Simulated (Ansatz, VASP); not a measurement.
## In2Sb2Cl: VASP beside Ansatz

INCAR

```
SYSTEM = In2Sb2Cl
PREC = Accurate ; ENCUT = 520
EDIFF = 1E-7 ; ISMEAR = 0
SIGMA = 0.1 ; LREAL = .FALSE.
LASPH = .TRUE. ; NELM = 80
ALGO = Normal ; ISIF = 2
LWAVE = .FALSE. ; LCHARG = .TRUE.
LDIPOL = .TRUE. ; IDIPOL = 3
DIPOL = 0.5 0.5 0.342 ; GGA = PE
IVDW = 12 ; LELF = .TRUE.
LVHAR = .TRUE. ; LVACPOTAV = .TRUE.
NBANDS = 30
```

Contents of KPOINTS:

```
regular mesh
0
G
  6 6 1
  0 0 0
```

The input POSCAR:

```
In2Sb2Cl
1.0
    4.6293886023      0.0000000000      0.0000000000
   -2.3146943012      4.0091681336      0.0000000000
    0.0000000000      0.0000000000     22.0151773295
Sb In Cl
2 2 1
Direct
    0.0000000000      0.0000000000      0.1816928358
    0.3333333333      0.6666666667      0.3609342971
    0.3333333333      0.6666666667      0.2246164052
    0.6666666667      0.3333333333      0.3958713209
    1.1111111111      0.5555555556      0.5457679105
```

Input for Ansatz:

```yaml
crystal:
  lattice:
    - [4.6293886023, 0.0, 0.0]
    - [-2.3146943012, 4.0091681336, 0.0]
    - [0.0, 0.0, 22.0151773295]
  atoms:
    - { symbol: Sb, position: [0.0, 0.0, 0.1816928358] }
    - { symbol: In, position: [0.3333333333, 0.6666666667, 0.2246164052] }
    - { symbol: Sb, position: [0.3333333333, 0.6666666667, 0.3609342971] }
    - { symbol: In, position: [0.6666666667, 0.3333333333, 0.3958713209] }
    - { symbol: Cl, position: [1.1111111111, 0.5555555556, 0.5457679105] }
basis:
  ecutwfc: 420
kpoints:
  mp_grid: { grid: [6, 6, 1] }
hamiltonian:
  xc: pbe
  pseudopotentials: { kind: paw, azcp: { folder: soft_1 } }
  dispersion: d3bj
scf:
  occupations: { method: gaussian, width: 0.1 }
output:
  forces: true
  eigenvalues: true
efield:
  axis: 3
  dipole_correction: true
  ramp_width: 0.04
```

Alike in both runs: task single point; functional PBE; dispersion D3(BJ); k mesh 6 × 6 × 1; occupations gaussian, width 0.1 eV; no spin polarisation.

|  | VASP | Ansatz |
| --- | --- | --- |
| version | VASP 6.6.1 | Ansatz 0.2.0 |
| potentials or method | VASP PAW PBE potentials, release 64 (Sb, In_d, Cl), cutoff 520 eV | scalar-relativistic, plane waves, PAW |
| valence electrons in the cell | 43 | 63 |

|  | VASP | Ansatz | Ansatz less VASP |
| --- | --- | --- | --- |
| gap on the k mesh at the Fermi level (eV) | none | none | - |
| rms of the force components (eV/Å) | 0.340 | 0.340 | -0.0005 |
| work function, face that differs most (eV) | 5.24 | 5.24 | +0.004 |

A gap of «none» marks a metal or a gap that the smearing closes. VASP's potentials hold 43 valence electrons a cell and Ansatz's 63, so a difference there can come from the potentials and not from the codes.

Spin-orbit coupling is off throughout.
